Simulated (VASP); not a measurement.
AlP:

```
CELL_PARAMETERS angstrom
0.00000 2.73646 2.73646
2.73646 0.00000 2.73646
2.73646 2.73646 0.00000
ATOMIC_POSITIONS crystal
Al 0.00000 0.00000 0.00000
P 0.25000 0.25000 0.25000
```

Base run:

* Program: VASP 6.6.1
* Functional: PBEsol
* Potentials or basis: VASP PAW PBE potentials, release 64 (Al, P)
* Cutoff: 500 eV
* k mesh: 5 × 5 × 5
* Occupations: gaussian, width 0.01 eV
* Spin: no spin polarisation

Its results: band gap on the k mesh 1.69 eV, indirect (least direct gap 3.14 eV); pressure 0.0 GPa.

Task: The run is repeated on the same cell with these changes: k mesh from 5 × 5 × 5 to 7 × 7 × 7. What comes out?

Result: Band gap on the k mesh 1.58 eV, indirect (least direct gap 3.14 eV); pressure -0.1 GPa.

Caveats: the PAW data sets were made with another functional, which shifts forces and pressure a little.

A k mesh can miss the band edges.
